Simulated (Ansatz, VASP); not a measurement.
## TiCo: VASP and Ansatz over several settings

```xyz
2
Lattice="2.9861 0.0000 0.0000 0.0000 2.9861 0.0000 0.0000 0.0000 2.9861" Properties=species:S:1:pos:R:3 pbc="T T T"
Co    1.4931    1.4931    1.4931
Ti    0.0000    0.0000    0.0000
```

Single points on this cell with VASP 6.6.1 and Ansatz 0.2.0. Each row is one pair of runs. Alike in all rows: Ansatz's potentials, cutoff: Ansatz PAW, 420 eV.

```tsv
level	spin	k mesh	smearing	VASP's potentials, cutoff	pressure (GPa), VASP	pressure (GPa), Ansatz	net moment per atom (μB), VASP	net moment per atom (μB), Ansatz
PBE	collinear, typed start	9 × 9 × 9	gaussian, width 0.027 eV	VASP PAW PBE potentials, release 64 (Co, Ti_sv), 520 eV	-0.8	-0.5	0.42	0.42
PBE	collinear, typed start	9 × 9 × 9	gaussian, width 0.028 eV	VASP PAW PBE potentials, release 64 (Co, Ti_sv), 520 eV	-0.8	-0.5	0.42	0.42
PBEsol	collinear, typed start	8 × 8 × 8	fermi-dirac, width 0.05 eV	VASP PAW PBE potentials, release 64 (Co, Ti_sv), 520 eV	-	-	3.00	3.00
PBEsol	non-collinear, typed start	7 × 7 × 7	fermi-dirac, width 0.05 eV	VASP PAW PBE potentials, release 64 (Co, Ti_sv), 520 eV	-8.0	-7.6	0.40	0.41
PBE	collinear, typed start	8 × 8 × 8	fermi-dirac, width 0.05 eV	VASP PAW PBE potentials, release 64 (Co_sv, Ti_sv), 600 eV	17.0	18.7	1.90	1.90
```

Pressure (GPa): the two programs differ by at most 1.75; net moment per atom (μB): the two programs differ by at most 0.009.

VASP's potentials hold 21 valence electrons a cell and Ansatz's 29 in some rows, so a difference there can come from the potentials and not from the codes.
